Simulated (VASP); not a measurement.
# Ti (P6/mmm) in VASP: settings compared, part 2 of 2

VASP 6.6.1. The steps go on from the part before.

### 3 Single point, BLYP

This run uses another cell than the first one, of 17.54 Å³/atom, 0.994 times its volume.

INCAR

```
SYSTEM = Ti
PREC = Accurate ; ENCUT = 520
EDIFF = 1E-6 ; ISMEAR = -1
SIGMA = 0.05 ; LREAL = .False.
LASPH = .True. ; NELM = 100
ALGO = Normal ; ISIF = 2
LWAVE = .False. ; LCHARG = .False.
GGA = B5 ; ALDAX = 1.0
AGGAX = 1.0 ; AGGAC = 1.0
ALDAC = 0.0 ; NBANDS = 25
```

KPOINTS

```
regular mesh
0
Gamma
  7 7 9
  0 0 0
```

POSCAR

```
Ti
1.0
    4.6121637390      0.0000000000      0.0000000000
   -2.3060818695      3.9942509644      0.0000000000
    0.0000000000      0.0000000000      2.8560292092
Ti
3
Direct
    0.6666666667      0.3333333333      0.5000000000
    0.3333333333      0.6666666667      0.5000000000
    0.0000000000      0.0000000000      0.0000000000
```

Potentials or basis: VASP PAW PBE potentials, release 64 (Ti_sv).

Run with:

```bash
> cat potpaw_PBE.64/Ti_sv/POTCAR > POTCAR
> mpirun -np 1 vasp_std > vasp.out
```

OUTCAR:

```text
SYSTEM = Ti
   PREC = Accurate
   ENCUT = 520
   EDIFF = 1E-6
   ISMEAR = -1
   LREAL = .False.
   LASPH = .True.
   NELM = 100
   ISIF = 2
   GGA = B5

 ion  position               nearest neighbor table
   1  0.667  0.333  0.500-   2 2.66   2 2.66   2 2.66
   2  0.333  0.667  0.500-   1 2.66   1 2.66   1 2.66
   3  0.000  0.000  0.000-

  LATTYP: Found a hexagonal cell.
 ALAT       =     4.6121637390
 C/A-ratio  =     0.6192384683

  Lattice vectors:

 A1 = (   4.6121637390,   0.0000000000,   0.0000000000)
 A2 = (  -2.3060818695,   3.9942509644,   0.0000000000)
 A3 = (   0.0000000000,   0.0000000000,   2.8560292092)

Analysis of symmetry for initial positions (statically):
=====================================================================
 Subroutine PRICEL returns:
 Original cell was already a primitive cell.

 Routine SETGRP: Setting up the symmetry group for a
 hexagonal supercell.

 Subroutine GETGRP returns: Found 24 space group operations
 (whereof 24 operations were pure point group operations)
[... 156 lines left out ...]
 number of electron      35.9999986 magnetization

 Free energy of the ion-electron system (eV)
  ---------------------------------------------------
  ext. energy  EPLUGINS =         0.00000000
  ---------------------------------------------------
  free energy    TOTEN  =       -20.32550913 eV

  energy without entropy =      -20.30034912  energy(sigma->0) =      -20.31292912

 E-fermi :   8.5725     XC(G=0): -10.9176

 val. band max:        8.5690325756   @ k =   0.2857   0.0000   0.1111
 cond. band min:       8.5998220760   @ k =   0.2857   0.1429   0.0000
 fundamental gap:      0.0307895004
 Fermi energy:         8.5724944086

 k-point     1 :       0.0000    0.0000    0.0000
  band No.  band energies     occupation
      1     -48.1390      2.00000
      2     -47.8638      2.00000
      3     -47.7084      2.00000
      4     -24.6156      2.00000
      5     -24.6156      2.00000
      6     -24.4812      2.00000
[... 661 lines left out ...]
     24      10.9978      0.00000
     25      11.0383      0.00000

 [... further k-points ...]
[... 5 lines left out ...]
  --------------------------------------------------------------------------------------
  -------------------------------------------------------------------------------------
  Total        0.0152416      0.0152416      0.0084834      0.0000000      0.0000000      0.0000000
  in kB        0.4641283      0.4641283      0.2583320      0.0000000      0.0000000      0.0000000
  external PRESSURE =       0.3955296 kB  Pullay stress =       0.0000000 kB

 VOLUME and BASIS-vectors are now :
 -----------------------------------------------------------------------------
  energy-cutoff  :      520.00
  volume of cell :       52.61
      direct lattice vectors                 reciprocal lattice vectors
     4.612163739  0.000000000  0.000000000     0.216817975  0.125179916  0.000000000
    -2.306081869  3.994250964  0.000000000     0.000000000  0.250359832  0.000000000
     0.000000000  0.000000000  2.856029209     0.000000000  0.000000000  0.350136475

 POSITION                                       TOTAL-FORCE (eV/Angst)
 -----------------------------------------------------------------------------------
      2.30608      1.33142      1.42801        -0.000000     -0.000000     -0.000000
     -0.00000      2.66283      1.42801         0.000000     -0.000000      0.000000
      0.00000      0.00000      0.00000         0.000000      0.000000     -0.000000
 -----------------------------------------------------------------------------------
    total drift:                                0.000000      0.000000     -0.000000

  FREE ENERGIE OF THE ION-ELECTRON SYSTEM (eV)
  ---------------------------------------------------
  free  energy   TOTEN  =       -20.3255091253 eV

  energy  without entropy=      -20.3003491211  energy(sigma->0) =      -20.31292912
```

stdout:

```text
POSCAR found type information on POSCAR Ti
 POSCAR found :  1 types and       3 ions
 scaLAPACK will be used
 -----------------------------------------------------------------------------
|                                                                             |
|                                                                             |
|     You enforced a specific xc type in the INCAR file but a different       |
|     I HOPE YOU KNOW WHAT YOU ARE DOING!                                     |
|                                                                             |
 -----------------------------------------------------------------------------

 LDA part: xc-table for (Slater(with rela. corr.)+VWN5), standard interpolation
 POSCAR, INCAR and KPOINTS ok, starting setup
 FFT: planning ... GRIDC
 FFT: planning ... GRID_SOFT
 FFT: planning ... GRID
 WAVECAR not read
 entering main loop
```

Run time: 36 s. Hardware: 1 thread of Intel Xeon 6975P-C (Granite Rapids), shared host; peak memory 0.19 GiB.

Results:

* Free energy: -20.3255 eV
* Pressure: 0.0 GPa
* Band gap on the k mesh: zero (band 18 reaches 8.73 eV, above the bottom of band 19 at 8.49 eV)

Levels at points of the mesh, in eV from the Fermi level:
```
           k point  band 14  band 15  band 16  band 17  band 18  band 19  band 20  band 21  band 22  band 23
(0.00, 0.00, 0.00)    -1.88    -0.65    -0.65    -0.56    -0.56    -0.04     0.62     1.19     1.19     1.68
```

Caveat: the PAW data sets were made with another functional, which shifts forces and pressure a little.

### 4 Single point, r2SCAN

This run uses another cell than the first one, of 17.01 Å³/atom, 0.964 times its volume.

POSCAR

```
Ti
1.0
    4.5668847141      0.0000000000      0.0000000000
   -2.2834423571      3.9550381786      0.0000000000
    0.0000000000      0.0000000000      2.8247184646
Ti
3
Direct
    0.6666666667      0.3333333333      0.5000000000
    0.3333333333      0.6666666667      0.5000000000
    0.0000000000      0.0000000000      0.0000000000
```

INCAR.step1

```
ALGO = Normal
EDIFF = 1E-4
ENCUT = 520
GGA = PE
ISMEAR = -1
LASPH = T
LCHARG = F
LREAL = F
LWAVE = T
NBANDS = 25
NELM = 100
PREC = Accurate
SIGMA = 0.05
```

INCAR.step2

```
ALGO = Normal
EDIFF = 1E-7
ENCUT = 520
ISIF = 2
ISMEAR = -1
ISTART = 1
LASPH = T
LCHARG = F
LMIXTAU = T
LREAL = F
LWAVE = F
METAGGA = R2SCAN
NBANDS = 25
NELM = 100
PREC = Accurate
SIGMA = 0.05
```

KPOINTS

```
k-points
0
Gamma
  7 7 9
```

Run with:

```bash
> cat potpaw_PBE.64/Ti_sv/POTCAR > POTCAR
> cp INCAR.step1 INCAR
> mpirun -np 1 vasp_std > vasp.out
> cp INCAR.step2 INCAR
> mpirun -np 1 vasp_std > vasp.out
```

Wall time 2.1 min (1 thread of Intel Xeon 6975P-C (Granite Rapids), shared host); peak memory 0.19 GiB.

Results (log left out):

```
Free energy            : -38.9078 eV
Pressure               : 0.4 GPa
Band gap on the k mesh : zero (band 18 reaches 8.72 eV, above the bottom of band 19 at 8.47 eV)
```

Levels at points of the mesh, in eV from the Fermi level:
| k point | band 15 | band 16 | band 17 | band 18 | band 19 | band 20 | band 21 | band 22 |
| --- | --- | --- | --- | --- | --- | --- | --- | --- |
| (0.00, 0.00, 0.00) | -0.79 | -0.79 | -0.77 | -0.77 | 0.02 | 0.83 | 1.44 | 1.44 |

Caveat: the PAW data sets were made with another functional, which shifts forces and pressure a little.

### 5 Relaxation of cell and atoms, LDA

This run uses another cell than the first one, of 17.02 Å³/atom, 0.964 times its volume.

INCAR

```
SYSTEM = Ti
  PREC = Accurate
  ENCUT = 600
  EDIFF = 1E-6
  ISMEAR = -1
  SIGMA = 0.05
  LREAL = .FALSE.
  LASPH = .TRUE.
  NELM = 100
  ALGO = Fast
  ISIF = 3
  LWAVE = .FALSE.
  LCHARG = .FALSE.
  GGA = CA
  IBRION = 2
  NSW = 60
  EDIFFG = -0.01
```

KPOINTS

```
regular mesh
0
G
  7 7 9
  0 0 0
```

POSCAR

```
Ti
1.0
    4.5673748306      0.0000000000      0.0000000000
   -2.2836874153      3.9554626319      0.0000000000
    0.0000000000      0.0000000000      2.8262442700
Ti
3
Direct
    0.6666666667      0.3333333333      0.5000000000
    0.3333333333      0.6666666667      0.5000000000
    0.0000000000      0.0000000000      0.0000000000
```

Potentials or basis: VASP PAW LDA potentials, release 64 (Ti_sv).

Run with:

```bash
> cat potpaw_LDA.64/Ti_sv/POTCAR > POTCAR
> mpirun -np 1 vasp_std > vasp.out
```

Wall time 5.5 min (1 thread of Intel Xeon 6975P-C (Granite Rapids), shared host); peak memory 0.19 GiB.

It converged, with:

* Free energy: -25.7332 eV
* Relaxed volume: 15.84 Å³/atom
* Relaxed cell: a = 4.453 Å, b = 4.453 Å, c = 2.768 Å, α = 90.00°, β = 90.00°, γ = 120.00°
* Space group after relaxing (to 0.05 Å): P6/mmm (No. 191)
* Energy gained by relaxing: 31.9 meV/atom
* Ionic steps: 7
* Pressure after relaxing: -0.1 GPa
* Band gap on the k mesh: zero (band 18 reaches 9.19 eV, above the bottom of band 19 at 8.85 eV)

Step by step:
```tsv
step	energy change (eV)	largest force (eV/Å)	pressure (GPa)	volume (Å³)
1	0.0000	0.0000	-8.15	51.06
2	-0.0353	0.0000	7.72	44.93
3	-0.0954	0.0000	-0.01	47.53
4	-0.0954	0.0000	0.00	47.46
5	-0.0953	0.0000	0.21	47.39
6	-0.0957	0.0000	-0.09	47.52
7	-0.0957	0.0000	-0.08	47.52
```

Final structure:
```xyz
3
Lattice="4.4526 0.0000 0.0000 -2.2263 3.8561 0.0000 0.0000 0.0000 2.7675" Properties=species:S:1:pos:R:3 pbc="T T T"
Ti    2.2263    1.2854    1.3838
Ti    0.0000    2.5707    1.3838
Ti    0.0000    0.0000    0.0000
```

Levels at points of the mesh, in eV from the Fermi level:
```
           k point  band 16  band 17  band 18  band 19  band 20  band 21
(0.00, 0.00, 0.00)    -0.70    -0.59    -0.59    -0.01     0.71     1.35
```

### 6 Relaxation of cell and atoms, PBE

This run uses another cell than the first one, of 17.02 Å³/atom, 0.964 times its volume.

INCAR

```
PREC     = Accurate       # precision mode
ENCUT    = 600            # plane-wave cutoff, eV
EDIFF    = 1E-6           # SCF threshold, eV
ISMEAR   = -1             # smearing method
SIGMA    = 0.05           # smearing width, eV
LREAL    = F              # projectors in reciprocal space
LASPH    = T              # aspherical terms in the spheres
NELM     = 60             # most SCF steps
ALGO     = Fast           # electronic algorithm
ISIF     = 3              # what is computed and relaxed
LWAVE    = F              # write WAVECAR
LCHARG   = F              # write CHGCAR
GGA      = PE             # functional
IBRION   = 2              # ionic algorithm
NSW      = 60             # ionic steps
EDIFFG   = -0.01          # ionic threshold
```

KPOINTS

```
Automatic mesh
0
Gamma
  7 7 9
```

POSCAR is that of step 5.

Potentials or basis: VASP PAW PBE potentials, release 64 (Ti_sv).

Run with:

```bash
> cat potpaw_PBE.64/Ti_sv/POTCAR > POTCAR
> mpirun -np 1 vasp_std > vasp.out
```

It took 3.6 min on 1 thread of Intel Xeon 6975P-C (Granite Rapids), shared host; peak memory 0.2 GiB.

The run converged. Its results:

| Item | Value |
| --- | --- |
| Free energy | -23.5343 eV |
| Relaxed volume | 17.09 Å³/atom |
| Relaxed cell | a = 4.575 Å, b = 4.575 Å, c = 2.829 Å, α = 90.00°, β = 90.00°, γ = 120.00° |
| Space group after relaxing (to 0.05 Å) | P6/mmm (No. 191) |
| Energy gained by relaxing | 0.2 meV/atom |
| Ionic steps | 8 |
| Pressure after relaxing | 0.0 GPa |
| Band gap on the k mesh | zero (band 18 reaches 8.58 eV, above the bottom of band 19 at 8.32 eV) |

The path:
| step | energy change (eV) | largest force (eV/Å) | pressure (GPa) | volume (Å³) |
| --- | --- | --- | --- | --- |
| 1 | 0.0000 | 0.0000 | 0.36 | 51.06 |
| 2 | -0.0005 | 0.0000 | 0.19 | 51.34 |
| 3 | 0.0003 | 0.0000 | -0.70 | 51.65 |
| 4 | -0.0004 | 0.0000 | -0.37 | 51.41 |
| 5 | -0.0005 | 0.0000 | -0.18 | 51.36 |
| 6 | -0.0005 | 0.0000 | -0.09 | 51.35 |
| 7 | -0.0005 | 0.0000 | -0.08 | 51.35 |
| 8 | -0.0005 | 0.0000 | 0.02 | 51.28 |

Final structure:
```xyz
3
Lattice="4.5754 0.0000 0.0000 -2.2877 3.9624 0.0000 0.0000 0.0000 2.8286" Properties=species:S:1:pos:R:3 pbc="T T T"
Ti    2.2877    1.3208    1.4143
Ti    0.0000    2.6416    1.4143
Ti    0.0000    0.0000    0.0000
```

Levels at points of the mesh, in eV from the Fermi level:
| k point | band 15 | band 16 | band 17 | band 18 | band 19 | band 20 | band 21 | band 22 |
| --- | --- | --- | --- | --- | --- | --- | --- | --- |
| (0.00, 0.00, 0.00) | -0.70 | -0.70 | -0.61 | -0.61 | -0.03 | 0.68 | 1.30 | 1.30 |

### 7 Overview

```tsv
task	level	potentials or basis	cell	cutoff (eV)	gap on the mesh (eV)	pressure (GPa)	relaxed volume (Å³/atom)
single point	RPBE	VASP PAW PBE potentials, release 64 (Ti_sv)	a = 4.627, b = 4.627, c = 2.855 Å, angles 90.0, 90.0, 120.0°, 3 atoms	520	none	-0.2	-
single point	BLYP	VASP PAW PBE potentials, release 64 (Ti_sv)	a = 4.612, b = 4.612, c = 2.856 Å, angles 90.0, 90.0, 120.0°, 3 atoms	520	none	0.0	-
single point	r2SCAN	VASP PAW PBE potentials, release 64 (Ti_sv)	a = 4.567, b = 4.567, c = 2.825 Å, angles 90.0, 90.0, 120.0°, 3 atoms	520	none	0.4	-
relaxation of cell and atoms	LDA	VASP PAW LDA potentials, release 64 (Ti_sv)	relaxed from a = 4.567, b = 4.567, c = 2.826 Å, angles 90.0, 90.0, 120.0°, 3 atoms	600	none	-0.1	15.84
relaxation of cell and atoms	PBE	VASP PAW PBE potentials, release 64 (Ti_sv)	relaxed from a = 4.567, b = 4.567, c = 2.826 Å, angles 90.0, 90.0, 120.0°, 3 atoms	600	none	0.0	17.09
```

Alike in all rows: no spin polarisation; k mesh 7 × 7 × 9; smearing fermi-dirac 0.05 eV.

Caveats: the PAW data sets were made with another functional, which shifts forces and pressure a little (some runs).

Total energies depend on the potentials used, so only differences within one code and one set of settings carry meaning.
